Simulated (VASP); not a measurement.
Here is a VASP 6.6.1 calculation.

File INCAR:

```
ALGO     = Normal         # electronic algorithm
EDIFF    = 1E-6           # SCF threshold, eV
ENCUT    = 520            # plane-wave cutoff, eV
ISIF     = 2              # what is computed and relaxed
ISMEAR   = -1             # smearing method
ISPIN    = 2              # spin polarisation
LASPH    = True           # aspherical terms in the spheres
LCHARG   = False          # write CHGCAR
LMAXMIX  = 4              # l up to which the mixer works
LORBIT   = 11             # projections on sites
LREAL    = False          # projectors in reciprocal space
LWAVE    = False          # write WAVECAR
MAGMOM   = 3 0            # initial moments
NBANDS   = 16             # bands
NELM     = 150            # most SCF steps
PREC     = Accurate       # precision mode
SIGMA    = 0.05           # smearing width, eV
```

KPOINTS

```
k-points
0
Gamma
  9 9 9
```

The input POSCAR:

```
AlFe
1.0
    2.9482938651      0.0000000000      0.0000000000
    0.0000000000      2.9482938651      0.0000000000
    0.0000000000      0.0000000000      2.9482938651
Fe Al
1 1
Direct
    0.5000000000      0.5000000000      0.5000000000
    0.0000000000      0.0000000000      0.0000000000
```

Potentials or basis: VASP PAW LDA potentials, release 64 (Fe, Al).

Run with:

```sh
$ cat potpaw_LDA.64/Fe/POTCAR potpaw_LDA.64/Al/POTCAR > POTCAR
$ mpirun -np 1 vasp_std > vasp.out
```

What does it give for the site moments?

Fe +0.66; Al -0.02 μB.

What does it give for the pressure?

-20.8 GPa.

Caveat: the cell stands under tension.
